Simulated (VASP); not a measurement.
The system is CO2.

```xyz
12
Lattice="5.7103 0.0000 0.0000 0.0000 5.7103 0.0000 0.0000 0.0000 5.7103" Properties=species:S:1:pos:R:3 pbc="T T T"
C     0.0000    0.0000    0.0000
C     2.8551    0.0000    2.8551
C     2.8551    2.8551    0.0000
C     0.0000    2.8551    2.8551
O     0.6749    0.6749    0.6749
O     2.1803    5.0354    3.5300
O     3.5300    2.1803    5.0354
O     5.0354    3.5300    2.1803
O     5.0354    5.0354    5.0354
O     3.5300    0.6749    2.1803
O     2.1803    3.5300    0.6749
O     0.6749    2.1803    3.5300
```

* Program: VASP 6.6.1
* Task: relaxation of cell and atoms
* Functional: r2SCAN
* Dispersion: rVV10
* Potentials or basis: VASP PAW PBE potentials, release 64 (C, O)
* Cutoff: 660 eV
* k mesh: 4 × 4 × 4
* Occupations: fermi-dirac, width 0.02 eV
* Spin: no spin polarisation

At the start: pressure -1.8 GPa; volume 15.52 Å³/atom.

Where does the relaxation end?

Over 15 steps the energy falls by 15.0 meV/atom and the volume is 13.07 Å³/atom (-15.8 %); space group Pa-3 (No. 205, to 0.1 Å) before and after.

The path:
| step | energy change (eV) | largest force (eV/Å) | pressure (GPa) | volume (Å³) |
| --- | --- | --- | --- | --- |
| 1 | 0.0000 | 0.0988 | -1.80 | 186.20 |
| 2 | 0.0371 | 1.5201 | 2.64 | 181.55 |
| 3 | -0.0087 | 0.3771 | -0.51 | 184.77 |
| 4 | -0.0320 | 0.3581 | -0.49 | 182.31 |
| 5 | -0.0941 | 0.3212 | -0.34 | 175.06 |
| 6 | -0.1702 | 0.3201 | 0.55 | 161.15 |
| 7 | -0.1739 | 0.3309 | 1.28 | 154.57 |
| 8 | 0.1143 | 2.6511 | -8.24 | 155.20 |
| 9 | -0.1780 | 0.0072 | 0.22 | 154.63 |
| 10 | -0.1780 | 0.0011 | 0.24 | 154.63 |
| 11 | -0.1786 | 0.0058 | 0.17 | 155.09 |
| 12 | -0.1796 | 0.0204 | -0.03 | 156.48 |
| 13 | -0.1796 | 0.0234 | -0.07 | 156.77 |
| 14 | -0.1769 | 0.2720 | 0.81 | 157.08 |
| 15 | -0.1796 | 0.0007 | 0.00 | 156.80 |

Final structure:
```xyz
12
Lattice="5.3924 0.0000 0.0000 0.0000 5.3924 0.0000 0.0000 0.0000 5.3924" Properties=species:S:1:pos:R:3 pbc="T T T"
C     0.0000    0.0000    0.0000
C     2.6962    0.0000    2.6962
C     2.6962    2.6962    0.0000
C     0.0000    2.6962    2.6962
O     0.6736    0.6736    0.6736
O     2.0226    4.7188    3.3698
O     3.3698    2.0226    4.7188
O     4.7188    3.3698    2.0226
O     4.7188    4.7188    4.7188
O     3.3698    0.6736    2.0226
O     2.0226    3.3698    0.6736
O     0.6736    2.0226    3.3698
```

Caveat: the volume moved by over 15 % at a fixed basis, so the end points are rough; the PAW data sets were made with another functional, which shifts forces and pressure a little.
